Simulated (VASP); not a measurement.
# BaH4 (I4/mmm) in VASP: a series of runs

BaH4 is run at these levels: PBEsol; tasks: single point, relaxation of cell and atoms.

Everything below comes from runs of VASP 6.6.1. Logs are shortened: lines on timing, memory, paths and dates and some standing lists are left out, and cuts for length are marked.

## Step 1: The cell of the first run

Symmetry: I4/mmm, No. 139, tetragonal system. Conventional cell: a = 3.497 Å, b = 3.497 Å, c = 6.180 Å, α = 90.00°, β = 90.00°, γ = 90.00°. Ba (site symmetry 4/mmm) has 18 H at 2.33 to 2.68 Å within 3.1 Å. Within 2.8 Å of H (site symmetry -4m2) lie 12 H at 2.09 to 2.62 Å and 4 Ba at 2.33 Å. H (site symmetry 4mm) has 1 H at 0.82 Å within 1.1 Å.

## Step 2: Single point, PBEsol

INCAR

```
SYSTEM = BaH4
PREC = Accurate
ENCUT = 500
EDIFF = 1E-6
ISMEAR = 0
SIGMA = 0.03
LREAL = .False.
LASPH = .True.
NELM = 120
ALGO = Normal
ISIF = 2
LWAVE = .False.
LCHARG = .False.
GGA = PS
NBANDS = 15
GGA_COMPAT = .False.
```

KPOINTS

```
regular mesh
0
Gamma
  10 10 10
  0 0 0
```

POSCAR

```
BaH4
1.0
   -1.7483680224      1.7483680224      3.0900162241
    1.7483680224     -1.7483680224      3.0900162241
    1.7483680224      1.7483680224     -3.0900162241
Ba H
1 4
Direct
    0.0000000000      0.0000000000      0.0000000000
    0.7500000000      0.2500000000      0.5000000000
    0.2500000000      0.7500000000      0.5000000000
    0.4339369705      0.4339369705      0.0000000000
    0.5660630295      0.5660630295      0.0000000000
```

Potentials or basis: VASP PAW PBE potentials, release 64 (Ba_sv, H).

Started as:

```
> cat potpaw_PBE.64/Ba_sv/POTCAR potpaw_PBE.64/H/POTCAR > POTCAR
> mpirun -np 1 vasp_std > vasp.out
```

OUTCAR:

```text
SYSTEM = BaH4
   PREC = Accurate
   ENCUT = 500
   EDIFF = 1E-6
   ISMEAR = 0
   LREAL = .False.
   LASPH = .True.
   NELM = 120
   ISIF = 2
   GGA = PS

 ion  position               nearest neighbor table
   1  0.000  0.000  0.000-   2 2.33   3 2.33   2 2.33   3 2.33   2 2.33   3 2.33   2 2.33   3 2.33
                             5 2.51   4 2.51   5 2.51   4 2.51   5 2.51   4 2.51   5 2.51   4 2.51
   2  0.750  0.250  0.500-   1 2.33   1 2.33   1 2.33   1 2.33
   3  0.250  0.750  0.500-   1 2.33   1 2.33   1 2.33   1 2.33
   4  0.434  0.434  0.000-   5 0.82   1 2.51   1 2.51   1 2.51   1 2.51   1 2.68
   5  0.566  0.566  0.000-   4 0.82   1 2.51   1 2.51   1 2.51   1 2.51   1 2.68

  LATTYP: Found a body centered tetragonal cell.
 ALAT       =     3.4967360448
 C/A-ratio  =     1.7673717344

  Lattice vectors:

 A1 = (  -1.7483680224,   1.7483680224,   3.0900162241)
 A2 = (   1.7483680224,  -1.7483680224,   3.0900162241)
 A3 = (   1.7483680224,   1.7483680224,  -3.0900162241)

Analysis of symmetry for initial positions (statically):
=====================================================================
 Subroutine PRICEL returns:
 Original cell was already a primitive cell.

 Routine SETGRP: Setting up the symmetry group for a
 body centered tetragonal supercell.

 Subroutine GETGRP returns: Found 16 space group operations
 (whereof 16 operations were pure point group operations)
 out of a pool of 16 trial point group operations.

The static configuration has the point symmetry D_4h.

Analysis of symmetry for dynamics (positions and initial velocities):
=====================================================================
 Subroutine PRICEL returns:
 Original cell was already a primitive cell.

 Routine SETGRP: Setting up the symmetry group for a
 body centered tetragonal supercell.

 Subroutine GETGRP returns: Found 16 space group operations
 (whereof 16 operations were pure point group operations)
 out of a pool of 16 trial point group operations.

The dynamic configuration has the point symmetry D_4h.

 Subroutine INISYM returns: Found 16 space group operations
 (whereof 16 operations are pure point group operations),
 and found     1 'primitive' translations

----------------------------------------------------------------------------------------

                                     Primitive cell

  volume of cell :      37.7821

  direct lattice vectors                    reciprocal lattice vectors
    -1.748368022  1.748368022  3.090016224     0.000000000  0.285980980  0.161811448
     1.748368022 -1.748368022  3.090016224     0.285980980  0.000000000  0.161811448
     1.748368022  1.748368022 -3.090016224     0.285980980  0.285980980  0.000000000

  length of vectors
     3.957496904  3.957496904  3.957496904     0.328584944  0.328584944  0.404438180

  position of ions in fractional coordinates (direct lattice)
     0.000000000  0.000000000  0.000000000
     0.750000000  0.250000000  0.500000000
     0.250000000  0.750000000  0.500000000
     0.433936970  0.433936970  0.000000000
     0.566063030  0.566063030  0.000000000

  ion indices of the primitive-cell ions
   primitive index   ion index
                 1           1
                 2           2
                 3           3
                 4           4
                 5           5

----------------------------------------------------------------------------------------

 KPOINTS: regular mesh

Automatic generation of k-mesh.
 Grid dimensions read from file:
 generate k-points for:   10   10   10

 Generating k-lattice:

  Cartesian coordinates                     Fractional coordinates (reciprocal lattice)
     0.000000000  0.028598098  0.016181145     0.100000000 -0.000000000  0.000000000
     0.028598098  0.000000000  0.016181145    -0.000000000  0.100000000  0.000000000
     0.028598098  0.028598098  0.000000000     0.000000000  0.000000000  0.100000000

  Length of vectors
     0.032858494  0.032858494  0.040443818

  Shift w.r.t. Gamma in fractional coordinates (k-lattice)
     0.000000000  0.000000000  0.000000000

 Subroutine IBZKPT returns following result:
 ===========================================

 Found    102 irreducible k-points:

 Following reciprocal coordinates:
            Coordinates               Weight
  0.000000  0.000000  0.000000      1.000000
  0.100000 -0.000000  0.000000      8.000000
  0.200000 -0.000000  0.000000      8.000000
  0.300000  0.000000  0.000000      8.000000
  0.400000  0.000000  0.000000      8.000000
  0.500000  0.000000  0.000000      4.000000
[... 16 lines left out ...]
  0.300000  0.300000  0.000000      8.000000
  0.400000  0.300000  0.000000     16.000000
 [... further k-points ...]
   k-points           NKPTS =    102   k-points in BZ     NKDIM =    102   number of bands    NBANDS=     15
   number of dos      NEDOS =    301   number of ions     NIONS =      5
   total plane-waves  NPLWV =  27000
   dimension x,y,z NGX =    30 NGY =   30 NGZ =   30
   dimension x,y,z NGXF=    60 NGYF=   60 NGZF=   60
   ions per type =               1   4
   NGX,Y,Z   is equivalent  to a cutoff of  12.60, 12.60, 12.60 a.u.
   NGXF,Y,Z  is equivalent  to a cutoff of  25.20, 25.20, 25.20 a.u.
 SYSTEM =  BaH4
   PREC   = accura    normal or accurate (medium, high low for compatibility)
   ISTART =      0    job   : 0-new  1-cont  2-samecut
   ICHARG =      2    charge: 1-file 2-atom 10-const
   ISPIN  =      1    spin polarized calculation?
   LNONCOLLINEAR =      F non collinear calculations
   LSORBIT =      F    spin-orbit coupling
   LASPH  =      T    aspherical Exc in radial PAW
   ENCUT  =  500.0 eV  36.75 Ry    6.06 a.u.   7.22  7.22  7.22*2*pi/ulx,y,z
   NELM   =    120;   NELMIN=  2; NELMDL= -5     # of ELM steps
   EDIFF  = 0.1E-05   stopping-criterion for ELM
   LREAL  =      F    real-space projection
   EDIFFG = 0.1E-04   stopping-criterion for IOM
   NSW    =      0    number of steps for IOM
   IBRION =     -1    ionic relax: 0-MD 1-quasi-New 2-CG
   NFREE  =      0    steps in history (QN), initial steepest desc. (CG)
   ISIF   =      2    stress and relaxation
   ISYM   =      2    0-nonsym 1-usesym 2-fastsym
   POTIM  = 0.5000    time-step for ionic-motion
   TEBEG  =    0.0;   TEEND  =   0.0 temperature during run
   PSTRESS=    0.0 pullay stress
   NELECT =      14.0000    total number of electrons
   NUPDOWN=      -1.0000    fix difference up-down
   EMIN   =  10.00;   EMAX   =-10.00  energy-range for DOS
   EFERMI =   0.00;   METHOD = LEGACY
   ISMEAR =     0;   SIGMA  =   0.03  broadening in eV -4-tet -1-fermi 0-gaus
   EFERMI_NEDOS =   21; number of points for ismear=-14 and -15
   IALGO  =     38    algorithm
   IMIX   =      4    mixing-type and parameters
     AMIX     =   0.40;   BMIX     =  1.00
     AMIX_MAG =   1.60;   BMIX_MAG =  1.00
  volume/ion in A,a.u.               =       7.56        50.99
  Fermi-wavevector in a.u.,A,eV,Ry     =   1.175859  2.222052 18.812028  1.382645
  Thomas-Fermi vector in A             =   2.312233
   LORBIT       =      0    0 simple, 1 ext, 2 COOP (PROOUT), +10 PAW based schemes
   GGA     = PS    functional components
   LHFCALC =     F    Hartree Fock is set to
   AEXX    =    0.0000 exact exchange contribution
   IVDW    =     0    specifies the selected vdW correction
   LEPSILON=     F    determine dielectric tensor
   LRPA    =     F    only Hartree local field effects (RPA)
 non-spin polarized calculation
 Gauss-broadening in eV      SIGMA  =   0.03
  energy-cutoff  :      500.00
  volume of cell :       37.78
 maximum number of plane-waves:       973
 NGX is ok and might be reduce to    30
   NGX = 15   NGY = 15   NGZ = 15

 number of electron      14.0000002 magnetization

 Free energy of the ion-electron system (eV)
  ---------------------------------------------------
  ext. energy  EPLUGINS =         0.00000000
  ---------------------------------------------------
  free energy    TOTEN  =       -14.84590314 eV

  energy without entropy =      -14.84590314  energy(sigma->0) =      -14.84590314

 E-fermi :   4.2545     XC(G=0): -10.8903

 val. band max:        4.0417080372   @ k =   0.5000   0.5000  -0.0000
 cond. band min:       4.4680397856   @ k =   0.5000   0.0000   0.0000
 fundamental gap:      0.4263317484
 Fermi energy:         4.2545090757

 k-point     1 :       0.0000    0.0000    0.0000
  band No.  band energies     occupation
      1     -23.0942      2.00000
      2      -7.3383      2.00000
      3      -7.1743      2.00000
      4      -7.1743      2.00000
      5      -5.7534      2.00000
      6       1.4614      2.00000
      7       3.3916      2.00000
      8       5.3699      0.00000
      9       7.1170      0.00000
     10       7.1788      0.00000
     11       7.1788      0.00000
     12       9.5266      0.00000
     13      11.4846      0.00000
     14      14.0721      0.00000
     15      14.0721      0.00000

 k-point     2 :       0.1000   -0.0000    0.0000
  band No.  band energies     occupation
      1     -23.0494      2.00000
      2      -7.9586      2.00000
      3      -7.3731      2.00000
      4      -7.1687      2.00000
      5      -5.0411      2.00000
      6       1.3977      2.00000
      7       2.7848      2.00000
      8       5.6923      0.00000
      9       6.7045      0.00000
     10       7.3460      0.00000
     11       8.6409      0.00000
     12       9.4681      0.00000
     13      10.4854      0.00000
     14      14.9817      0.00000
     15      15.4799      0.00000
[... 365 lines left out ...]
      3      -8.9912      2.00000
      4      -7.9522      2.00000
      5      -3.9477      2.00000
      6       0.5557      2.00000
      7       2.1250      2.00000
      8       6.4944      0.00000
      9       8.8276      0.00000
     10       9.3135      0.00000
     11      12.1903      0.00000
     12      13.8221      0.00000
     13      14.5532      0.00000
     14      15.3922      0.00000
     15      16.3795      0.00000

 k-point    24 :       0.4000    0.3000    0.0000
  band No.  band energies     occupation
      1     -22.4159      2.00000
      2      -9.9342      2.00000
      3      -9.0024      2.00000
      4      -7.9997      2.00000
      5      -4.4152      2.00000
      6       0.2786      2.00000
      7       2.6416      2.00000
      8       6.2603      0.00000
      9       9.0241      0.00000
     10      10.3466      0.00000
     11      11.6390      0.00000
     12      14.1476      0.00000
     13      14.6256      0.00000
     14      15.4000      0.00000
     15      17.5575      0.00000

 [... further k-points ...]

------------------------ aborting loop because EDIFF is reached ----------------------------------------

  FORCE on cell =-STRESS in cart. coord.  units (eV):
  Direction    XX          YY          ZZ          XY          YZ          ZX
  --------------------------------------------------------------------------------------
  -------------------------------------------------------------------------------------
  Total        9.1523249      9.1523249      9.0248099      0.0000000     -0.0000000      0.0000000
  in kB      388.1106434    388.1106434    382.7032805      0.0000000     -0.0000000      0.0000000
  external PRESSURE =     386.3081891 kB  Pullay stress =       0.0000000 kB

 VOLUME and BASIS-vectors are now :
 -----------------------------------------------------------------------------
  energy-cutoff  :      500.00
  volume of cell :       37.78
      direct lattice vectors                 reciprocal lattice vectors
    -1.748368022  1.748368022  3.090016224     0.000000000  0.285980980  0.161811448
     1.748368022 -1.748368022  3.090016224     0.285980980  0.000000000  0.161811448
     1.748368022  1.748368022 -3.090016224     0.285980980  0.285980980  0.000000000

 POSITION                                       TOTAL-FORCE (eV/Angst)
 -----------------------------------------------------------------------------------
      0.00000      0.00000      0.00000         0.000000      0.000000      0.000000
      0.00000      1.74837      1.54501         0.000000      0.000000      0.000000
      1.74837      0.00000      1.54501         0.000000      0.000000      0.000000
      0.00000      0.00000      2.68174        -0.000000     -0.000000      0.021245
      0.00000      0.00000      3.49829        -0.000000     -0.000000     -0.021245
 -----------------------------------------------------------------------------------
    total drift:                                0.000000      0.000000     -0.000000

  FREE ENERGIE OF THE ION-ELECTRON SYSTEM (eV)
  ---------------------------------------------------
  free  energy   TOTEN  =       -14.8459031388 eV

  energy  without entropy=      -14.8459031388  energy(sigma->0) =      -14.84590314
```

Wall time 56 s (1 thread of Intel Xeon 6975P-C (Granite Rapids), shared host); peak memory 0.21 GiB.

Results:

| Property | Result |
| --- | --- |
| Free energy | -14.8459 eV |
| Pressure | 38.6 GPa |
| Largest force | 0.021 eV/Å |
| Band gap on the k mesh | 0.43 eV (least direct gap 0.59 eV) |

Forces in eV/Å, atoms in the order of the input:
```
Ba   0.000  0.000  0.000
H    0.000  0.000  0.000
H    0.000  0.000  0.000
H    0.000  0.000  0.021
H    0.000  0.000 -0.021
```

Levels at points of the mesh, in eV from the valence-band top:
| k point | band 4 | band 5 | band 6 | band 7 | band 8 | band 9 | band 10 | band 11 |
| --- | --- | --- | --- | --- | --- | --- | --- | --- |
| (0.00, 0.00, 0.00) | -11.22 | -9.80 | -2.58 | -0.65 | 1.33 | 3.08 | 3.14 | 3.14 |
| (0.50, 0.00, 0.00) | -11.15 | -6.67 | -5.17 | -0.16 | 0.43 | 2.59 | 7.09 | 7.16 |
| (0.50, 0.50, 0.00) | -11.85 | -9.90 | -4.84 | 0.00 | 2.75 | 5.19 | 6.04 | 8.98 |
| (0.50, 0.50, 0.50) | -11.65 | -9.46 | -3.55 | -0.83 | 6.78 | 8.46 | 8.46 | 8.58 |

Caveat: the cell stands under pressure; the PAW data sets were made with another functional, which shifts forces and pressure a little; spin-orbit coupling is left out, which moves the levels of the heavy elements.

[end of part 1 of 2]
